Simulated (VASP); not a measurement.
# Fe2O3 (R-3c) in VASP: single point with PBE

Aim: the single point of Fe2O3 with PBE.

Program: VASP 6.6.1. These are calculated values, not measurements. Logs are shortened: lines on timing, memory, paths and dates and some standing lists are left out, and cuts for length are marked.

## 1. The cell of the first run

It takes space group R-3c (No. 167, trigonal). The conventional cell has a = 5.007 Å, b = 5.007 Å, c = 13.870 Å, α = 90.00°, β = 90.00°, γ = 120.00°. Within 2.6 Å of Fe (site symmetry 3) lie 6 O at 1.92 to 2.14 Å. Within 3.0 Å of O (site symmetry 2) lie 4 Fe at 1.92 to 2.14 Å and 12 O at 2.69 to 3.00 Å.

## 2. Single point, PBE, collinear spin, antiferromagnetic start

The input, INCAR:

```
SYSTEM = Fe2O3
ALGO = Normal ; EDIFF = 1E-6
ENCUT = 600 ; GGA = PE
GGA_COMPAT = .FALSE. ; ISIF = 2
ISMEAR = 0 ; ISPIN = 2
LASPH = .TRUE. ; LCHARG = .TRUE.
LELF = .TRUE. ; LMAXMIX = 4
LORBIT = 11 ; LREAL = .FALSE.
LVHAR = .TRUE. ; LWAVE = .FALSE.
MAGMOM = 1.28 -1.28 1.28 -1.28 0 0 0 0 0 0 ; NBANDS = 49
NELM = 200 ; PREC = Accurate
SIGMA = 0.05
```

The input, KPOINTS:

```
k-points
0
G
  6 6 6
  0 0 0
```

The input, POSCAR:

```
Fe2O3
1.0
    2.5035752576      1.4454398489      4.6232281467
   -2.5035752576      1.4454398489      4.6232281467
    0.0000000000     -2.8908796978      4.6232281467
Fe O
4 6
Direct
    0.3560399831      0.3560399831      0.3560399831
    0.1439645193      0.1439645193      0.1439645193
    0.6439600169      0.6439600169      0.6439600169
    0.8560354807      0.8560354807      0.8560354807
    0.5598343839      0.9401648212      0.2499992913
    0.2499992913      0.5598343839      0.9401648212
    0.9401648212      0.2499992913      0.5598343839
    0.4401656161      0.0598351788      0.7500007087
    0.7500007087      0.4401656161      0.0598351788
    0.0598351788      0.7500007087      0.4401656161
```

Potentials or basis: VASP PAW PBE potentials, release 64 (Fe, O).

The run is started by

```
$ cat potpaw_PBE.64/Fe/POTCAR potpaw_PBE.64/O/POTCAR > POTCAR
$ mpirun -np 1 vasp_std > vasp.out
```

OUTCAR:

```text
SYSTEM = Fe2O3
   EDIFF = 1E-6
   ENCUT = 600
   GGA = PE
   ISIF = 2
   ISMEAR = 0
   ISPIN = 2
   LASPH = .TRUE.
   LORBIT = 11
   LREAL = .FALSE.
   NELM = 200
   PREC = Accurate

 ion  position               nearest neighbor table
   1  0.356  0.356  0.356-   9 1.92   8 1.92  10 1.92   7 2.14   6 2.14   5 2.14   2 2.94   3 2.96
                             3 2.96   3 2.96
   2  0.144  0.144  0.144-  10 1.92   8 1.92   9 1.92   7 2.14   6 2.14   5 2.14   1 2.94   4 2.96
                             4 2.96   4 2.96
   3  0.644  0.644  0.644-   6 1.92   5 1.92   7 1.92   9 2.14  10 2.14   8 2.14   4 2.94   1 2.96
                             1 2.96   1 2.96
   4  0.856  0.856  0.856-   7 1.92   5 1.92   6 1.92   9 2.14  10 2.14   8 2.14   3 2.94   2 2.96
                             2 2.96   2 2.96
   5  0.560  0.940  0.250-   3 1.92   4 1.92   2 2.14   1 2.14
   6  0.250  0.560  0.940-   3 1.92   4 1.92   2 2.14   1 2.14
   7  0.940  0.250  0.560-   3 1.92   4 1.92   2 2.14   1 2.14
   8  0.440  0.060  0.750-   1 1.92   2 1.92   4 2.14   3 2.14
   9  0.750  0.440  0.060-   1 1.92   2 1.92   4 2.14   3 2.14
  10  0.060  0.750  0.440-   1 1.92   2 1.92   4 2.14   3 2.14

  LATTYP: Found a trigonal (rhomboedric) cell.
 ALAT       =     5.4526529253
 COS(alpha) =     0.5783660354

  Lattice vectors:

 A1 = (   2.5035752576,   1.4454398489,   4.6232281467)
 A2 = (  -2.5035752576,   1.4454398489,   4.6232281467)
 A3 = (   0.0000000000,  -2.8908796978,   4.6232281467)

Analysis of symmetry for initial positions (statically):
=====================================================================
 Subroutine PRICEL returns:
 Original cell was already a primitive cell.

 Routine SETGRP: Setting up the symmetry group for a
 trigonal (rhombohedral) supercell.

 Subroutine GETGRP returns: Found 12 space group operations
 (whereof  6 operations were pure point group operations)
 out of a pool of 12 trial point group operations.

The static configuration has the point symmetry S_6 .
 The point group associated with its full space group is D_3d.

Analysis of symmetry for dynamics (positions and initial velocities):
=====================================================================
 Subroutine PRICEL returns:
 Original cell was already a primitive cell.

 Routine SETGRP: Setting up the symmetry group for a
 trigonal (rhombohedral) supercell.

 Subroutine GETGRP returns: Found 12 space group operations
 (whereof  6 operations were pure point group operations)
 out of a pool of 12 trial point group operations.

The dynamic configuration has the point symmetry S_6 .
 The point group associated with its full space group is D_3d.

Analysis of structural, dynamic, and magnetic symmetry:
=====================================================================
 Subroutine PRICEL returns:
 Original cell was already a primitive cell.

 Routine SETGRP: Setting up the symmetry group for a
 trigonal (rhombohedral) supercell.

 Subroutine GETGRP returns: Found 12 space group operations
 (whereof  6 operations were pure point group operations)
 out of a pool of 12 trial point group operations.

The overall configuration has the point symmetry S_6 .
 The point group associated with its full space group is D_3d.

 Subroutine INISYM returns: Found 12 space group operations
 (whereof  6 operations are pure point group operations),
 and found     1 'primitive' translations

----------------------------------------------------------------------------------------

                                     Primitive cell

  volume of cell :     100.3823

  direct lattice vectors                    reciprocal lattice vectors
     2.503575258  1.445439849  4.623228147     0.199714388  0.115305156  0.072099694
    -2.503575258  1.445439849  4.623228147    -0.199714388  0.115305156  0.072099694
     0.000000000 -2.890879698  4.623228147     0.000000000 -0.230610311  0.072099694

  length of vectors
     5.452652925  5.452652925  5.452652925     0.241618463  0.241618463  0.241618463

  position of ions in fractional coordinates (direct lattice)
     0.356039983  0.356039983  0.356039983
     0.143964519  0.143964519  0.143964519
     0.643960017  0.643960017  0.643960017
     0.856035481  0.856035481  0.856035481
     0.559834384  0.940164821  0.249999291
     0.249999291  0.559834384  0.940164821
     0.940164821  0.249999291  0.559834384
     0.440165616  0.059835179  0.750000709
     0.750000709  0.440165616  0.059835179
     0.059835179  0.750000709  0.440165616

[... 84 lines left out ...]
   EDIFF  = 0.1E-05   stopping-criterion for ELM
   LREAL  =      F    real-space projection
   EDIFFG = 0.1E-04   stopping-criterion for IOM
   NSW    =      0    number of steps for IOM
   IBRION =     -1    ionic relax: 0-MD 1-quasi-New 2-CG
   NFREE  =      0    steps in history (QN), initial steepest desc. (CG)
   ISIF   =      2    stress and relaxation
   ISYM   =      2    0-nonsym 1-usesym 2-fastsym
   POTIM  = 0.5000    time-step for ionic-motion
   TEBEG  =    0.0;   TEEND  =   0.0 temperature during run
   PSTRESS=    0.0 pullay stress
   NELECT =      68.0000    total number of electrons
   NUPDOWN=      -1.0000    fix difference up-down
   EMIN   =  10.00;   EMAX   =-10.00  energy-range for DOS
   EFERMI =   0.00;   METHOD = LEGACY
   ISMEAR =     0;   SIGMA  =   0.05  broadening in eV -4-tet -1-fermi 0-gaus
   EFERMI_NEDOS =   21; number of points for ismear=-14 and -15
   IALGO  =     38    algorithm
   IMIX   =      4    mixing-type and parameters
     AMIX     =   0.40;   BMIX     =  1.00
     AMIX_MAG =   1.60;   BMIX_MAG =  1.00
  volume/ion in A,a.u.               =      10.04        67.74
  Fermi-wavevector in a.u.,A,eV,Ry     =   1.437779  2.717008 28.126068  2.067208
  Thomas-Fermi vector in A             =   2.556819
   LORBIT       =     11    0 simple, 1 ext, 2 COOP (PROOUT), +10 PAW based schemes
   GGA     = PE    functional components
   LHFCALC =     F    Hartree Fock is set to
   AEXX    =    0.0000 exact exchange contribution
   IVDW    =     0    specifies the selected vdW correction
   LEPSILON=     F    determine dielectric tensor
   LRPA    =     F    only Hartree local field effects (RPA)
 spin polarized calculation
 Gauss-broadening in eV      SIGMA  =   0.05
  energy-cutoff  :      600.00
  volume of cell :      100.38
 maximum number of plane-waves:      3364
 NGX is ok and might be reduce to    48
   NGX = 21   NGY = 21   NGZ = 21

 number of electron      68.0000000 magnetization       0.0000000

 number of electron      67.9999997 magnetization      -0.0000000

 Free energy of the ion-electron system (eV)
  ---------------------------------------------------
  ext. energy  EPLUGINS =         0.00000000
  ---------------------------------------------------
  free energy    TOTEN  =       -75.55280167 eV

  energy without entropy =      -75.55280167  energy(sigma->0) =      -75.55280167

 E-fermi :   4.3561     XC(G=0): -11.6427

 val. band max:        4.0831469944   @ k =  -0.3333   0.3333   0.1667
 cond. band min:       4.6518422314   @ k =  -0.3333   0.1667   0.1667
 fundamental gap:      0.5686952370
 Fermi energy:         4.3560843165

 spin component 1

 k-point     1 :       0.0000    0.0000    0.0000
  band No.  band energies     occupation
      1     -15.4402      1.00000
      2     -13.9522      1.00000
      3     -13.8531      1.00000
      4     -13.8531      1.00000
      5     -13.8113      1.00000
      6     -13.8113      1.00000
[... 1165 lines left out ...]
     45      12.5241      0.00000
     46      12.6709      0.00000

 [... further k-points ...]

 spin component 2

 k-point     1 :       0.0000    0.0000    0.0000
  band No.  band energies     occupation
      1     -15.4402      1.00000
      2     -13.9522      1.00000
      3     -13.8531      1.00000
      4     -13.8531      1.00000
      5     -13.8113      1.00000
      6     -13.8113      1.00000
[... 1165 lines left out ...]
     45      12.5310      0.00000
     46      12.6978      0.00000

 [... further k-points ...]

 [bands above 46 left out]

------------------------ aborting loop because EDIFF is reached ----------------------------------------

  FORCE on cell =-STRESS in cart. coord.  units (eV):
  Direction    XX          YY          ZZ          XY          YZ          ZX
  --------------------------------------------------------------------------------------
  -------------------------------------------------------------------------------------
  Total       -0.1077415     -0.1077415     -0.1200866      0.0000000     -0.0000000      0.0000000
  in kB       -1.7196347     -1.7196347     -1.9166721      0.0000000     -0.0000000      0.0000000
  external PRESSURE =      -1.7853138 kB  Pullay stress =       0.0000000 kB

 VOLUME and BASIS-vectors are now :
 -----------------------------------------------------------------------------
  energy-cutoff  :      600.00
  volume of cell :      100.38
      direct lattice vectors                 reciprocal lattice vectors
     2.503575258  1.445439849  4.623228147     0.199714388  0.115305156  0.072099694
    -2.503575258  1.445439849  4.623228147    -0.199714388  0.115305156  0.072099694
     0.000000000 -2.890879698  4.623228147     0.000000000 -0.230610311  0.072099694

 POSITION                                       TOTAL-FORCE (eV/Angst)
 -----------------------------------------------------------------------------------
      0.00000      0.00000      4.93816         0.000000      0.000000     -0.018492
      0.00000      0.00000      1.99674         0.000000      0.000000      0.018492
      0.00000      0.00000      8.93152         0.000000      0.000000      0.018492
      0.00000      0.00000     11.87294         0.000000      0.000000     -0.018492
     -0.95219      1.44544      8.09064        -0.016970      0.000000     -0.000000
     -0.77570     -1.54734      8.09064         0.008485     -0.014696     -0.000000
      1.72788      0.10190      8.09064         0.008485      0.014696      0.000000
      0.95219     -1.44544      5.77904         0.016970      0.000000      0.000000
      0.77570      1.54734      5.77904        -0.008485      0.014696      0.000000
     -1.72788     -0.10190      5.77904        -0.008485     -0.014696     -0.000000
 -----------------------------------------------------------------------------------
    total drift:                               -0.000000      0.000000      0.222834

  FREE ENERGIE OF THE ION-ELECTRON SYSTEM (eV)
  ---------------------------------------------------
  free  energy   TOTEN  =       -75.5528016701 eV

  energy  without entropy=      -75.5528016701  energy(sigma->0) =      -75.55280167

 total charge

# of ion       s       p       d       tot
------------------------------------------
    1        0.369   0.527   5.977   6.873
    2        0.369   0.527   5.977   6.873
    3        0.369   0.527   5.977   6.873
    4        0.369   0.527   5.977   6.873
    5        1.568   3.426   0.000   4.994
    6        1.568   3.426   0.000   4.994
    7        1.568   3.426   0.000   4.994
    8        1.568   3.426   0.000   4.994
    9        1.568   3.426   0.000   4.994
   10        1.568   3.426   0.000   4.994
--------------------------------------------------
tot         10.883  22.666  23.908  57.457

 magnetization (x)

# of ion       s       p       d       tot
------------------------------------------
    1        0.008   0.012   3.510   3.530
    2       -0.008  -0.012  -3.510  -3.530
    3        0.008   0.012   3.510   3.530
    4       -0.008  -0.012  -3.510  -3.530
    5        0.000   0.000   0.000   0.000
    6        0.000   0.000   0.000   0.000
    7        0.000   0.000   0.000   0.000
    8        0.000   0.000   0.000   0.000
    9        0.000   0.000   0.000   0.000
   10        0.000   0.000   0.000   0.000
--------------------------------------------------
tot          0.000   0.000   0.000   0.000
```

It took 9.9 min on 1 thread of Intel Xeon 6975P-C (Granite Rapids), shared host; peak memory 0.55 GiB.

Results:

```
Free energy                                           : -75.5528 eV
Pressure                                              : -0.2 GPa
Largest force                                         : 0.018 eV/Å
Band gap on the k mesh                                : 0.57 eV (least direct gap 0.59 eV)
Net moment                                            : 0.00 μB per cell
Site moments                                          : Fe +3.53, -3.53 (each value once); O +0.00 μB
Valence electrons inside the program's atomic spheres : Fe 6.87; O 4.99
```

Forces on the atoms (eV/Å):
```
Fe   0.000  0.000 -0.018
Fe   0.000  0.000  0.018
Fe   0.000  0.000  0.018
Fe   0.000  0.000 -0.018
O   -0.017  0.000  0.000
O    0.008 -0.015  0.000
O    0.008  0.015  0.000
O    0.017  0.000  0.000
O   -0.008  0.015  0.000
O   -0.008 -0.015  0.000
```

A k mesh can miss the band edges.
